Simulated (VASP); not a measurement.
Input of a VASP 6.6.1 run:

File POSCAR:

```
SnTe
1.0
    0.0000000000      3.0623949932      3.2053323446
    3.0623949932      0.0000000000      3.2053323446
    3.0623949932      3.0623949932      0.0000000000
Sn Te
1 1
Direct
    0.0000000000      0.0000000000      0.0000000000
    0.5000000000      0.5000000000      0.5000000000
```

The input INCAR.step1:

```
SYSTEM = SnTe
ALGO = Normal
EDIFF = 1E-4
ENCUT = 520
GGA = PE
ISMEAR = 0
LASPH = .TRUE.
LCHARG = .FALSE.
LREAL = .FALSE.
LWAVE = .TRUE.
NBANDS = 17
NELM = 100
PREC = Accurate
SIGMA = 0.01
```

INCAR.step2

```
SYSTEM = SnTe
ALGO = Normal
EDIFF = 1E-7
ENCUT = 520
ISIF = 2
ISMEAR = 0
ISTART = 1
LASPH = .TRUE.
LCHARG = .FALSE.
LMIXTAU = .TRUE.
LREAL = .FALSE.
LWAVE = .FALSE.
METAGGA = R2SCAN
NBANDS = 17
NELM = 100
PREC = Accurate
SIGMA = 0.01
```

Contents of KPOINTS:

```
k-points
0
G
  8 8 8
  0 0 0
```

Potentials or basis: VASP PAW PBE potentials, release 64 (Sn_d, Te).

Run with:

```console
$ cat potpaw_PBE.64/Sn_d/POTCAR potpaw_PBE.64/Te/POTCAR > POTCAR
$ cp INCAR.step1 INCAR
$ mpirun -np 1 vasp_std > vasp.out
$ cp INCAR.step2 INCAR
$ mpirun -np 1 vasp_std > vasp.out
```

Q: What does it give for the pressure?

A: 4.0 GPa.

Q: Estimate the band gap on the k mesh.

A: 0.33 eV, indirect (least direct gap 0.34 eV).

Stress tensor (GPa, compression positive):
```
 6.21  0.00  0.00
 0.00  6.21  0.00
 0.00  0.00 -0.37
```

Caveat: the cell differs from its parent crystal (epitaxial xy strain -4.0%); the PAW data sets were made with another functional, which shifts forces and pressure a little; spin-orbit coupling is left out, which moves the levels of the heavy elements. A k mesh can miss the band edges.
